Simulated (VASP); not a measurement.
# TiTe2 (P-3m1) in VASP: single point with PBEsol

Aim: the single point of TiTe2 with PBEsol.

All numbers are computed with VASP 6.6.1; they aren't measurements. Logs are shortened: lines on timing, memory, paths and dates and some standing lists are left out, and cuts for length are marked.

### Step 1. The cell of the first run

It takes space group P-3m1 (No. 164, trigonal). The conventional cell has a = 3.656 Å, b = 3.656 Å, c = 6.303 Å, α = 90.00°, β = 90.00°, γ = 120.00°. Ti (site symmetry -3m) has 6 Te at 2.73 Å and 6 Ti at 3.66 Å within 3.7 Å. Te (site symmetry 3m) has 3 Ti at 2.73 Å and 9 Te at 3.55 to 3.66 Å within 3.7 Å.

### Step 2. Single point, PBEsol, non-collinear spin, zero start, spin-orbit coupling

INCAR reads:

```
SYSTEM = TiTe2
ALGO = Normal
EDIFF = 1E-7
ENCUT = 520
GGA = PS
GGA_COMPAT = .FALSE.
ISIF = 2
ISMEAR = 0
LASPH = .TRUE.
LCHARG = .TRUE.
LMAXMIX = 4
LNONCOLLINEAR = .TRUE.
LORBIT = 11
LORBMOM = .TRUE.
LREAL = .FALSE.
LSORBIT = .TRUE.
LVHAR = .TRUE.
LWAVE = .FALSE.
MAGMOM = 0 0 0 0 0 0 0 0 0
NBANDS = 37
NELM = 150
PREC = Accurate
SIGMA = 0.03
```

KPOINTS reads:

```
k-points
0
G
  12 12 8
  0 0 0
```

POSCAR reads:

```
TiTe2
1.0
    3.6555363921      0.0000000000      0.0000000000
   -1.8277681961      3.1657873800      0.0000000000
    0.0000000000      0.0000000000      6.3031273631
Ti Te
1 2
Direct
    0.0000000000      0.0000000000      0.0000000000
    0.3333333333      0.6666666667      0.2737737488
    0.6666666667      0.3333333333      0.7262262512
```

Potentials or basis: VASP PAW PBE potentials, release 64 (Ti_sv, Te).

The run is started by

```console
> cat potpaw_PBE.64/Ti_sv/POTCAR potpaw_PBE.64/Te/POTCAR > POTCAR
> mpirun -np 1 vasp_ncl > vasp.out
```

OUTCAR:

```text
SYSTEM = TiTe2
   EDIFF = 1E-7
   ENCUT = 520
   GGA = PS
   ISIF = 2
   ISMEAR = 0
   LASPH = .TRUE.
   LNONCOLLINEAR = .TRUE.
   LORBIT = 11
   LREAL = .FALSE.
   LSORBIT = .TRUE.
   NELM = 150
   PREC = Accurate

 ion  position               nearest neighbor table
   1  0.000  0.000  0.000-   2 2.73   3 2.73   3 2.73   2 2.73   3 2.73   2 2.73
   2  0.333  0.667  0.274-   1 2.73   1 2.73   1 2.73   3 3.55   3 3.55   3 3.55
   3  0.667  0.333  0.726-   1 2.73   1 2.73   1 2.73   2 3.55   2 3.55   2 3.55

  LATTYP: Found a hexagonal cell.
 ALAT       =     3.6555363921
 C/A-ratio  =     1.7242688041

  Lattice vectors:

 A1 = (   3.6555363921,   0.0000000000,   0.0000000000)
 A2 = (  -1.8277681961,   3.1657873800,   0.0000000000)
 A3 = (   0.0000000000,   0.0000000000,   6.3031273631)

Analysis of symmetry for initial positions (statically):
=====================================================================
 Subroutine PRICEL returns:
 Original cell was already a primitive cell.

 Routine SETGRP: Setting up the symmetry group for a
 hexagonal supercell.

 Subroutine GETGRP returns: Found 12 space group operations
 (whereof 12 operations were pure point group operations)
 out of a pool of 24 trial point group operations.

The static configuration has the point symmetry D_3d.

Analysis of symmetry for dynamics (positions and initial velocities):
=====================================================================
 Subroutine PRICEL returns:
 Original cell was already a primitive cell.

 Routine SETGRP: Setting up the symmetry group for a
 hexagonal supercell.

 Subroutine GETGRP returns: Found 12 space group operations
 (whereof 12 operations were pure point group operations)
 out of a pool of 24 trial point group operations.

The dynamic configuration has the point symmetry D_3d.

Analysis of structural, dynamic, and magnetic symmetry:
=====================================================================
 Subroutine PRICEL returns:
 Original cell was already a primitive cell.

 Routine SETGRP: Setting up the symmetry group for a
 hexagonal supercell.

 Subroutine GETGRP returns: Found 12 space group operations
 (whereof 12 operations were pure point group operations)
 out of a pool of 24 trial point group operations.

The overall configuration has the point symmetry D_3d.

 Subroutine INISYM returns: Found 12 space group operations
 (whereof 12 operations are pure point group operations),
 and found     1 'primitive' translations

----------------------------------------------------------------------------------------

                                     Primitive cell

  volume of cell :      72.9439

  direct lattice vectors                    reciprocal lattice vectors
     3.655536392  0.000000000  0.000000000     0.273557665  0.157938592  0.000000000
    -1.827768196  3.165787380  0.000000000     0.000000000  0.315877183  0.000000000
     0.000000000  0.000000000  6.303127363     0.000000000  0.000000000  0.158651403

  length of vectors
     3.655536392  3.655536392  6.303127363     0.315877183  0.315877183  0.158651403

  position of ions in fractional coordinates (direct lattice)
     0.000000000  0.000000000  0.000000000
     0.333333333  0.666666667  0.273773749
     0.666666667  0.333333333  0.726226251

  ion indices of the primitive-cell ions
   primitive index   ion index
                 1           1
                 2           2
                 3           3

----------------------------------------------------------------------------------------

[... 101 lines left out ...]
  energy-cutoff  :      520.00
  volume of cell :       72.94
 maximum number of plane-waves:      3966
   NGX = 13   NGY = 13   NGZ = 23

 number of electron      24.0000002 magnetization       0.0000000      0.0000000      0.0000000

 number of electron      24.0000002 magnetization      -0.0000000     -0.0000000     -0.0000000

 number of electron      24.0000002 magnetization      -0.0000000     -0.0000000      0.0000000

 number of electron      24.0000002 magnetization      -0.0000000      0.0000000      0.0000000

 Free energy of the ion-electron system (eV)
  ---------------------------------------------------
  ext. energy  EPLUGINS =         0.00000000
  ---------------------------------------------------
  free energy    TOTEN  =       -17.73886101 eV

  energy without entropy =      -17.73839657  energy(sigma->0) =      -17.73862879

 E-fermi :   7.9124     XC(G=0): -10.4759

 val. band max:        7.9115341389   @ k =   0.4167   0.0000   0.1250
 cond. band min:       7.9256050291   @ k =   0.3333   0.0000   0.5000
 fundamental gap:      0.0140708903
 Fermi energy:         7.9124208013

 k-point     1 :       0.0000    0.0000    0.0000
  band No.  band energies     occupation
      1     -49.1333      1.00000
      2     -49.1333      1.00000
      3     -25.9281      1.00000
      4     -25.9281      1.00000
      5     -25.2897      1.00000
      6     -25.2897      1.00000
[... 925 lines left out ...]
     35      13.9106      0.00000
     36      13.9106      0.00000

 [... further k-points ...]

 [bands above 36 left out]

------------------------ aborting loop because EDIFF is reached ----------------------------------------

  FORCE on cell =-STRESS in cart. coord.  units (eV):
  Direction    XX          YY          ZZ          XY          YZ          ZX
  --------------------------------------------------------------------------------------
  -------------------------------------------------------------------------------------
  Total        0.9358995      0.9358995      0.9562805     -0.0000000      0.0000000      0.0000000
  in kB       20.5565802     20.5565802     21.0042385     -0.0000000      0.0000000      0.0000000
  external PRESSURE =      20.7057997 kB  Pullay stress =       0.0000000 kB

 VOLUME and BASIS-vectors are now :
 -----------------------------------------------------------------------------
  energy-cutoff  :      520.00
  volume of cell :       72.94
      direct lattice vectors                 reciprocal lattice vectors
     3.655536392  0.000000000  0.000000000     0.273557665  0.157938592  0.000000000
    -1.827768196  3.165787380  0.000000000     0.000000000  0.315877183  0.000000000
     0.000000000  0.000000000  6.303127363     0.000000000  0.000000000  0.158651403

 POSITION                                       TOTAL-FORCE (eV/Angst)
 -----------------------------------------------------------------------------------
      0.00000      0.00000      0.00000        -0.000000      0.000000      0.000000
     -0.00000      2.11052      1.72563        -0.000000     -0.000000      0.025849
      1.82777      1.05526      4.57750         0.000000      0.000000     -0.025849
 -----------------------------------------------------------------------------------
    total drift:                               -0.000000     -0.000000     -0.000000

  FREE ENERGIE OF THE ION-ELECTRON SYSTEM (eV)
  ---------------------------------------------------
  free  energy   TOTEN  =       -17.7388610094 eV

  energy  without entropy=      -17.7383965662  energy(sigma->0) =      -17.73862879

 orbital moment (x)

 # of ion     p       d       tot
 ----------------------------------------
  1         0.000   0.000   0.000
  2        -0.000  -0.000  -0.000
  3        -0.000  -0.000  -0.000
 ----------------------------------------
           -0.000  -0.000  -0.000

 orbital moment (y)

 # of ion     p       d       tot
 ----------------------------------------
  1         0.000  -0.000  -0.000
  2         0.000  -0.000   0.000
  3         0.000   0.000   0.000
 ----------------------------------------
            0.000  -0.000  -0.000

 orbital moment (z)

 # of ion     p       d       tot
 ----------------------------------------
  1         0.000   0.000   0.000
  2         0.000   0.000   0.000
  3         0.000   0.000   0.000
 ----------------------------------------
            0.000   0.000   0.000

 Spin-Orbit-Coupling matrix elements

 Ion:    1  E_soc:     -0.0145349
 l=   1
     0.0000000    -0.0018990    -0.0018690
    -0.0018990     0.0000000    -0.0018990
    -0.0018690    -0.0018990     0.0000000
 l=   2
     0.0000000    -0.0001403     0.0000000    -0.0001403    -0.0003456
    -0.0001403     0.0000000    -0.0002600    -0.0001735    -0.0001403
     0.0000000    -0.0002600     0.0000000    -0.0002600     0.0000000
    -0.0001403    -0.0001735    -0.0002600     0.0000000    -0.0001403
    -0.0003456    -0.0001403     0.0000000    -0.0001403     0.0000000
 l=   3
     0.0000000     0.0000000     0.0000000     0.0000000     0.0000000     0.0000000     0.0000000
     0.0000000     0.0000000     0.0000000     0.0000000     0.0000000     0.0000000     0.0000000
     0.0000000     0.0000000     0.0000000     0.0000000     0.0000000     0.0000000     0.0000000
     0.0000000     0.0000000     0.0000000     0.0000000     0.0000000     0.0000000     0.0000000
[... 29 lines left out ...]
 l=   2
     0.0000000    -0.0000211     0.0000000    -0.0000211    -0.0001100
    -0.0000211     0.0000000    -0.0000417     0.0000153    -0.0000211
     0.0000000    -0.0000417     0.0000000    -0.0000417     0.0000000
    -0.0000211     0.0000153    -0.0000417     0.0000000    -0.0000211
    -0.0001100    -0.0000211     0.0000000    -0.0000211     0.0000000
 l=   3
     0.0000000     0.0000000     0.0000000     0.0000000     0.0000000     0.0000000     0.0000000
     0.0000000     0.0000000     0.0000000     0.0000000     0.0000000     0.0000000     0.0000000
     0.0000000     0.0000000     0.0000000     0.0000000     0.0000000     0.0000000     0.0000000
     0.0000000     0.0000000     0.0000000     0.0000000     0.0000000     0.0000000     0.0000000
     0.0000000     0.0000000     0.0000000     0.0000000     0.0000000     0.0000000     0.0000000
     0.0000000     0.0000000     0.0000000     0.0000000     0.0000000     0.0000000     0.0000000
     0.0000000     0.0000000     0.0000000     0.0000000     0.0000000     0.0000000     0.0000000

 total charge

# of ion       s       p       d       tot
------------------------------------------
    1        2.172   6.133   1.940  10.245
    2        1.385   1.999   0.049   3.433
    3        1.385   1.999   0.049   3.433
--------------------------------------------------
tot          4.942  10.130   2.038  17.110

 magnetization (x)

# of ion       s       p       d       tot
------------------------------------------
    1       -0.000   0.000  -0.000  -0.000
    2       -0.000   0.000  -0.000  -0.000
    3        0.000   0.000  -0.000  -0.000
--------------------------------------------------
tot         -0.000   0.000  -0.000  -0.000

 magnetization (y)

# of ion       s       p       d       tot
------------------------------------------
    1       -0.000   0.000   0.000   0.000
    2       -0.000  -0.000   0.000  -0.000
    3       -0.000   0.000   0.000   0.000
--------------------------------------------------
tot         -0.000   0.000   0.000  -0.000

 magnetization (z)

# of ion       s       p       d       tot
------------------------------------------
    1       -0.000   0.000  -0.000  -0.000
    2        0.000   0.000   0.000   0.000
    3        0.000   0.000   0.000   0.000
--------------------------------------------------
tot         -0.000   0.000  -0.000  -0.000
```

It took 25 min on 1 thread of Oxide Virtual Turin-like, shared host; peak memory 0.65 GiB.

Results:

```yaml
Free_energy: -17.7389 eV
Pressure: 2.1 GPa
Largest_force: 0.026 eV/Å
Net_moment: 0.00 μB per cell
Valence_electrons_inside_the_program's_atomic_spheres: Ti 10.24; Te 3.43
```

Forces in eV/Å, atoms in the order of the input:
```
Ti   0.000  0.000  0.000
Te   0.000  0.000  0.026
Te   0.000  0.000 -0.026
```

Moments on the atoms (μB; x, y, z):
```
Ti  0.00 0.00 0.00
Te  0.00 0.00 0.00
Te  0.00 0.00 0.00
```

Caveat: the PAW data sets were made with another functional, which shifts forces and pressure a little; this functional lacks dispersion, which binds layers or chains, so the pressure and a relaxed spacing across them are unreliable.
